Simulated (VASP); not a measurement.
A run of VASP 6.6.1 is set up as follows.

The input INCAR:

```
SYSTEM = HgTe2
  PREC = Accurate
  ENCUT = 520
  EDIFF = 1E-7
  ISMEAR = 0
  SIGMA = 0.1
  LREAL = .FALSE.
  LASPH = .TRUE.
  NELM = 60
  ALGO = Normal
  ISIF = 2
  LWAVE = .FALSE.
  LCHARG = .FALSE.
  GGA = PE
  NBANDS = 33
```

Contents of KPOINTS:

```
regular mesh
0
G
  4 4 4
  0 0 0
```

Contents of POSCAR:

```
HgTe2
1.0
    4.9410589026      0.0000000000      0.0000000000
    0.0000000000      4.9410589026      0.0000000000
    0.0000000000      0.0000000000      8.9631906099
Hg Te
2 4
Direct
    0.0000000000      0.5000000000      0.8016475371
    0.5000000000      0.0000000000      0.1983524629
    0.0000000000      0.0000000000      0.0000000000
    0.5000000000      0.5000000000      0.0000000000
    0.0000000000      0.5000000000      0.4995026948
    0.5000000000      0.0000000000      0.5004973052
```

Potentials or basis: VASP PAW PBE potentials, release 64 (Hg, Te).

Launch:

```bash
$ cat potpaw_PBE.64/Hg/POTCAR potpaw_PBE.64/Te/POTCAR > POTCAR
$ mpirun -np 1 vasp_std > vasp.out
```

Question: What does it give for the pressure?

Answer: -0.2 GPa.

Question: What does it give for the band gap on the k mesh?

Answer: Zero (band 24 reaches 4.69 eV, above the bottom of band 25 at 2.21 eV).

Question: What does it give for the largest force?

Answer: 0.046 eV/Å.

Stress tensor (GPa, compression positive):
```
-0.27  0.00  0.00
 0.00 -0.27  0.00
 0.00  0.00  0.05
```

Caveat: spin-orbit coupling is left out, which moves the levels of the heavy elements.
